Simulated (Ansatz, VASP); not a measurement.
# One calculation of Zr, two programs

POSCAR

```
Zr
1.0
    3.2103080712      0.0000000000      0.0000000000
   -1.6051540356      2.7802083436      0.0000000000
    0.0000000000      0.0000000000      5.1124553350
Zr
2
Direct
    0.6666666667      0.3333333333      0.7500000000
    0.3333333333      0.6666666667      0.2500000000
```

INCAR.step1

```
PREC     = Accurate       # precision mode
ENCUT    = 520            # plane-wave cutoff, eV
EDIFF    = 1E-5           # SCF threshold, eV
ISMEAR   = -1             # smearing method
SIGMA    = 0.05           # smearing width, eV
LREAL    = F              # projectors in reciprocal space
LASPH    = T              # aspherical terms in the spheres
NELM     = 100            # most SCF steps
ALGO     = Normal         # electronic algorithm
ISIF     = 2              # what is computed and relaxed
LWAVE    = T              # write WAVECAR
LCHARG   = F              # write CHGCAR
GGA      = PE             # functional
NBANDS   = 19             # bands
```

The input INCAR.step2:

```
PREC     = Accurate       # precision mode
ENCUT    = 520            # plane-wave cutoff, eV
EDIFF    = 1E-6           # SCF threshold, eV
ISMEAR   = -1             # smearing method
SIGMA    = 0.05           # smearing width, eV
LREAL    = F              # projectors in reciprocal space
LASPH    = T              # aspherical terms in the spheres
NELM     = 100            # most SCF steps
ALGO     = Normal         # electronic algorithm
ISIF     = 2              # what is computed and relaxed
LWAVE    = F              # write WAVECAR
LCHARG   = F              # write CHGCAR
GGA      = PE             # functional
LHFCALC  = T              # exact exchange
AEXX     = 0.25           # exact-exchange fraction
HFSCREEN = 0.3            # screening, 1/A
PRECFOCK = Normal       
ISTART   = 1            
NBANDS   = 19             # bands
```

Contents of KPOINTS:

```
regular mesh
0
Gamma
  5 5 3
```

The input input.yaml:

```yaml
crystal:
  lattice:
    - [3.2103080712, 0.0, 0.0]
    - [-1.6051540356, 2.7802083436, 0.0]
    - [0.0, 0.0, 5.112455335]
  atoms:
    - { symbol: Zr, position: [0.6666666667, 0.3333333333, 0.75] }
    - { symbol: Zr, position: [0.3333333333, 0.6666666667, 0.25] }
hamiltonian:
  xc: { exchange: pbe, correlation: pbe, exx: { coeff: 0.25, omega: 0.3 } }
  pseudopotentials: { kind: paw }
kpoints:
  mp_grid: { grid: [5, 5, 3] }
scf:
  occupations: { method: fermi_dirac, width: 0.05 }
output:
  forces: true
  stress: true
  eigenvalues: true
```

Alike in both runs: task single point; functional PBE-based screened hybrid with a share of 0.25 of exact exchange and HFSCREEN = 0.3; k mesh 5 × 5 × 3; occupations fermi-dirac, width 0.05 eV; no spin polarisation.

|  | VASP | Ansatz |
| --- | --- | --- |
| version | VASP 6.6.1 | Ansatz 0.2.0 |
| potentials or method | VASP PAW PBE potentials, release 64 (Zr_sv) | Ansatz PAW |
| plane-wave cutoff (eV) | 520 | 420 |
| valence electrons in the cell | 24 | 24 |

|  | VASP | Ansatz | Ansatz less VASP |
| --- | --- | --- | --- |
| gap on the k mesh at the Fermi level (eV) | none | none | - |
| pressure (GPa) | 2.7 | 2.7 | 0.00 |
| traceless stress, the component that is largest in VASP (GPa) | -2.11 | -2.11 | +0.002 |

VASP's potentials were made for PBE, not for PBE-based screened hybrid. A gap of «none» marks a metal or a gap that the smearing closes. The functional is the same, so the differences come from potentials, cutoffs and numerics.

The k mesh is coarse, so the values compare programs but aren't converged.
